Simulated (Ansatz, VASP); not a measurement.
**Zn2GeN2: VASP beside Ansatz**

```xyz
5
Lattice="-1.9927 1.9927 4.0905 1.9927 -1.9927 4.0905 1.9927 1.9927 -4.0905" Properties=species:S:1:pos:R:3 pbc="T T T"
Zn    0.0000    0.0000    2.6936
Zn    0.0000    0.0000    5.4873
Ge    0.0000    0.0000    0.0000
N     0.0000    1.9927    2.0452
N     1.9927    0.0000    2.0452
```

Change from the starting cell: species swapped into the TmSi2Pt2 type (I4/mmm, No. 139).

Alike in both runs: functional PBE; k mesh 14 × 14 × 14; occupations gaussian, width 0.1 eV; no spin polarisation.

Ansatz relaxed the structure, and its values are those at the end. VASP's run is a single point on that final structure, the one shown.

|  | VASP | Ansatz |
| --- | --- | --- |
| version | VASP 6.6.1 | Ansatz 0.2.0 |
| potentials or method | VASP PAW PBE potentials, release 64 (Zn, Ge_d, N), cutoff 520 eV | scalar-relativistic, plane waves, PAW |
| valence electrons in the cell | 48 | 48 |

Ansatz gave:

```
gap on the k mesh at the Fermi level (eV) : none
pressure (GPa)                            : 0.0
rms of the force components (eV/Å)        : 0.001
```

Question: What did VASP give for the same quantities?

Answer: gap on the k mesh at the Fermi level (eV): none; pressure (GPa): 0.6; rms of the force components (eV/Å): 0.020.

A gap of «none» marks a metal or a gap that the smearing closes.
